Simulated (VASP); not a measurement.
# V2N3 (P3m1) in VASP: further runs, part 2 of 2

VASP 6.6.1.

## Step 3: Single point, PBEsol (all N atoms moved +0.075 Å, as atom 3 along Cartesian [0 0 1])

The input, INCAR:

```
PREC = Accurate
ENCUT = 520
EDIFF = 1E-6
ISMEAR = 0
SIGMA = 0.15
LREAL = False
LASPH = True
NELM = 80
ALGO = Normal
ISIF = 2
LWAVE = False
LCHARG = False
GGA = PS
NBANDS = 28
```

The input, KPOINTS:

```
Automatic mesh
0
Gamma
  18 18 8
```

The input, POSCAR:

```
V2N3
1.0
    2.7797869938      0.0000000000      0.0000000000
   -1.3898934969      2.4073661537      0.0000000000
    0.0000000000      0.0000000000      6.1963538749
V N
2 3
Direct
    0.6666666667      0.3333333333      0.3021155180
    0.3333333333      0.6666666667      0.6978844820
    0.0000000000      0.0000000000      0.5121038923
    0.0000000000      0.0000000000      0.1195438038
    0.0000000000      0.0000000000      0.9046639808
```

Potentials or basis: VASP PAW PBE potentials, release 64 (V_sv, N).

Run with:

```
$ cat potpaw_PBE.64/V_sv/POTCAR potpaw_PBE.64/N/POTCAR > POTCAR
$ mpirun -np 1 vasp_std > vasp.out
```

Wall time 14 min (1 thread of Intel Xeon 8259CL, shared host); peak memory 0.36 GiB.

The run converged. Its results:

```
Free energy            : -49.7442 eV
Pressure               : 2.3 GPa
Largest force          : 2.110 eV/Å
Band gap on the k mesh : zero (an odd number of electrons rules out a gap without spin polarisation)
```

Forces on the atoms (eV/Å):
```
V    0.000  0.000  2.110
V    0.000  0.000  2.089
N    0.000  0.000 -1.204
N    0.000  0.000 -1.516
N    0.000  0.000 -1.479
```

Stress tensor (GPa, compression positive):
```
2.50 0.00 0.00
0.00 2.50 0.00
0.00 0.00 1.85
```

Levels at points of the mesh, in eV from the Fermi level:
```csv
k point,band 17,band 18,band 19,band 20,band 21,band 22,band 23,band 24
"(0.00, 0.00, 0.00)",-3.75,-1.98,-1.98,-0.59,0.39,0.39,1.18,2.07
"(0.50, 0.00, 0.00)",-3.91,-3.41,-1.32,-1.25,0.27,1.85,2.06,2.43
"(0.00, 0.00, 0.50)",-3.59,-1.36,-1.16,-1.16,0.21,0.21,1.17,1.31
"(0.50, 0.00, 0.50)",-4.75,-2.51,-1.66,-0.61,0.32,1.77,2.31,2.43
```

Caveat: the cell differs from its parent crystal (all N atoms moved +0.075 Å, as atom 3 along Cartesian [0 0 1]); the PAW data sets were made with another functional, which shifts forces and pressure a little; the run has no spin polarisation, though such a crystal can be magnetic.

## Step 4: Single point, PBEsol (all N atoms moved -0.050 Å, as atom 3 along Cartesian [0 0 1])

The input, INCAR:

```
PREC = Accurate
ENCUT = 520
EDIFF = 1E-7
ISMEAR = 0
SIGMA = 0.15
LREAL = F
LASPH = T
NELM = 100
ALGO = Normal
ISIF = 2
LWAVE = F
LCHARG = F
GGA = PS
NBANDS = 28
```

The input, KPOINTS:

```
regular mesh
0
Gamma
  18 18 8
```

The input, POSCAR:

```
V2N3
1.0
    2.7797869938      0.0000000000      0.0000000000
   -1.3898934969      2.4073661537      0.0000000000
    0.0000000000      0.0000000000      6.1963538749
V N
2 3
Direct
    0.6666666667      0.3333333333      0.3021155180
    0.3333333333      0.6666666667      0.6978844820
    0.0000000000      0.0000000000      0.4919307385
    0.0000000000      0.0000000000      0.0993706500
    0.0000000000      0.0000000000      0.8844908270
```

Run with:

```
$ cat potpaw_PBE.64/V_sv/POTCAR potpaw_PBE.64/N/POTCAR > POTCAR
$ mpirun -np 1 vasp_std > vasp.out
```

Run time: 15 min. Hardware: 1 thread of Intel Xeon 8259CL, shared host; peak memory 0.36 GiB.

It converged, with:

```yaml
Free_energy: -49.8319 eV
Pressure: 1.5 GPa
Largest_force: 1.415 eV/Å
Band_gap_on_the_k_mesh: zero (an odd number of electrons rules out a gap without spin polarisation)
```

Forces on the atoms (eV/Å):
```
V    0.000  0.000 -1.415
V    0.000  0.000 -1.395
N    0.000  0.000  0.804
N    0.000  0.000  1.039
N    0.000  0.000  0.967
```

Levels at points of the mesh, in eV from the Fermi level:
```
           k point  band 18  band 19  band 20  band 21  band 22  band 23
(0.00, 0.00, 0.00)    -2.02    -2.02    -0.61     0.40     0.40     1.14
(0.50, 0.00, 0.00)    -3.40    -1.34    -1.27     0.26     1.86     2.07
(0.00, 0.00, 0.50)    -1.43    -1.17    -1.17     0.21     0.21     1.14
(0.50, 0.00, 0.50)    -2.43    -1.75    -0.61     0.32     1.78     2.32
```

Caveat: the cell differs from its parent crystal (all N atoms moved -0.050 Å, as atom 3 along Cartesian [0 0 1]); the PAW data sets were made with another functional, which shifts forces and pressure a little; the run has no spin polarisation, though such a crystal can be magnetic.

## Step 5: Single point, PBEsol (all N atoms moved +0.025 Å, as atom 3 along Cartesian [0 0 1])

The input, INCAR:

```
SYSTEM = V2N3
ALGO = Normal
EDIFF = 1E-6
ENCUT = 520
GGA = PS
ISIF = 2
ISMEAR = 0
LASPH = .True.
LCHARG = .True.
LELF = .True.
LREAL = .False.
LVHAR = .True.
LWAVE = .False.
NBANDS = 28
NELM = 80
PREC = Accurate
SIGMA = 0.15
```

The input, KPOINTS:

```
k-points
0
Gamma
  18 18 8
  0 0 0
```

The input, POSCAR:

```
V2N3
1.0
    2.7797869938      0.0000000000      0.0000000000
   -1.3898934969      2.4073661537      0.0000000000
    0.0000000000      0.0000000000      6.1963538749
V N
2 3
Direct
    0.6666666667      0.3333333333      0.3021155180
    0.3333333333      0.6666666667      0.6978844820
    0.0000000000      0.0000000000      0.5040346308
    0.0000000000      0.0000000000      0.1114745423
    0.0000000000      0.0000000000      0.8965947193
```

Run with:

```
$ cat potpaw_PBE.64/V_sv/POTCAR potpaw_PBE.64/N/POTCAR > POTCAR
$ mpirun -np 1 vasp_std > vasp.out
```

Run time: 15 min. Hardware: 1 thread of Intel Xeon 8259CL, shared host; peak memory 0.36 GiB.

The run converged. Its results:

- Free energy: -49.8846 eV
- Pressure: 1.0 GPa
- Largest force: 0.727 eV/Å
- Band gap on the k mesh: zero (an odd number of electrons rules out a gap without spin polarisation)

Forces in eV/Å, atoms in the order of the input:
```
V    0.000  0.000  0.681
V    0.000  0.000  0.727
N    0.000  0.000 -0.403
N    0.000  0.000 -0.434
N    0.000  0.000 -0.571
```

Stress tensor (GPa, compression positive):
```
0.87 0.00 0.00
0.00 0.87 0.00
0.00 0.00 1.26
```

Levels at points of the mesh, in eV from the Fermi level:
```
           k point  band 17  band 18  band 19  band 20  band 21  band 22  band 23  band 24
(0.00, 0.00, 0.00)    -3.64    -2.04    -2.04    -0.62     0.40     0.40     1.12     2.10
(0.50, 0.00, 0.00)    -3.85    -3.40    -1.35    -1.28     0.26     1.87     2.08     2.48
(0.00, 0.00, 0.50)    -3.45    -1.48    -1.18    -1.18     0.21     0.21     1.12     1.33
(0.50, 0.00, 0.50)    -4.75    -2.36    -1.81    -0.61     0.32     1.78     2.33     2.48
```

Caveat: the cell differs from its parent crystal (all N atoms moved +0.025 Å, as atom 3 along Cartesian [0 0 1]); the PAW data sets were made with another functional, which shifts forces and pressure a little; the run has no spin polarisation, though such a crystal can be magnetic.

## Step 6: Single point, PBEsol (all N atoms moved +0.087 Å, as atom 3 along Cartesian [0 0 1])

The input, INCAR:

```
SYSTEM = V2N3
ALGO     = Normal         ! electronic algorithm
EDIFF    = 1E-7           ! SCF threshold, eV
ENCUT    = 520            ! plane-wave cutoff, eV
GGA      = PS             ! functional
ISIF     = 2              ! what is computed and relaxed
ISMEAR   = 0              ! smearing method
LASPH    = .True.         ! aspherical terms in the spheres
LCHARG   = .True.         ! write CHGCAR
LELF     = .True.         ! ELF
LREAL    = .False.        ! projectors in reciprocal space
LVHAR    = .True.       
LWAVE    = .False.        ! write WAVECAR
NBANDS   = 28             ! bands
NELM     = 80             ! most SCF steps
PREC     = Accurate       ! precision mode
SIGMA    = 0.15           ! smearing width, eV
```

KPOINTS is that of step 5.

The input, POSCAR:

```
V2N3
1.0
    2.7797869938      0.0000000000      0.0000000000
   -1.3898934969      2.4073661537      0.0000000000
    0.0000000000      0.0000000000      6.1963538749
V N
2 3
Direct
    0.6666666667      0.3333333333      0.3021155180
    0.3333333333      0.6666666667      0.6978844820
    0.0000000000      0.0000000000      0.5141212077
    0.0000000000      0.0000000000      0.1215611192
    0.0000000000      0.0000000000      0.9066812962
```

Potentials or basis: VASP PAW PBE potentials, release 64 (V_sv, N).

Run with:

```
$ cat potpaw_PBE.64/V_sv/POTCAR potpaw_PBE.64/N/POTCAR > POTCAR
$ mpirun -np 1 vasp_std > vasp.out
```

Run time: 14 min. Hardware: 1 thread of Intel Xeon 8259CL, shared host; peak memory 0.36 GiB.

The run converged. Its results:

- Free energy: -49.6874 eV
- Pressure: 2.8 GPa
- Largest force: 2.467 eV/Å
- Band gap on the k mesh: zero (an odd number of electrons rules out a gap without spin polarisation)

Forces in eV/Å, atoms in the order of the input:
```
V    0.000  0.000  2.467
V    0.000  0.000  2.419
N    0.000  0.000 -1.403
N    0.000  0.000 -1.795
N    0.000  0.000 -1.688
```

Stress tensor (GPa, compression positive):
```
3.18 0.00 0.00
0.00 3.18 0.00
0.00 0.00 2.14
```

Levels at points of the mesh, in eV from the Fermi level:
| k point | band 18 | band 19 | band 20 | band 21 | band 22 | band 23 |
| --- | --- | --- | --- | --- | --- | --- |
| (0.00, 0.00, 0.00) | -1.96 | -1.96 | -0.57 | 0.39 | 0.39 | 1.20 |
| (0.50, 0.00, 0.00) | -3.41 | -1.31 | -1.24 | 0.27 | 1.84 | 2.06 |
| (0.00, 0.00, 0.50) | -1.31 | -1.15 | -1.15 | 0.21 | 0.21 | 1.18 |
| (0.50, 0.00, 0.50) | -2.56 | -1.61 | -0.61 | 0.32 | 1.77 | 2.31 |

Caveat: the cell differs from its parent crystal (all N atoms moved +0.087 Å, as atom 3 along Cartesian [0 0 1]); the PAW data sets were made with another functional, which shifts forces and pressure a little; the run has no spin polarisation, though such a crystal can be magnetic.

## Step 7: Summary

| cell | gap on the mesh (eV) | pressure (GPa) | largest force (eV/Å) |
| --- | --- | --- | --- |
| as given, atomic positions A | none | 3.4 | 2.82 |
| as given, atomic positions B | none | 2.3 | 2.11 |
| as given, atomic positions C | none | 1.5 | 1.41 |
| as given, atomic positions D | none | 1.0 | 0.73 |
| as given, atomic positions E | none | 2.8 | 2.47 |

Alike in all rows: task single point; level PBEsol; potentials or basis VASP PAW PBE potentials, release 64 (V_sv, N); no spin polarisation; k mesh 18 × 18 × 8; cutoff (eV) 520; smearing gaussian 0.15 eV.

Caveats: the PAW data sets were made with another functional, which shifts forces and pressure a little; the run has no spin polarisation, though such a crystal can be magnetic; the cell stands under pressure (at least some runs).

Absolute energies hang on the potentials; compare differences alone.
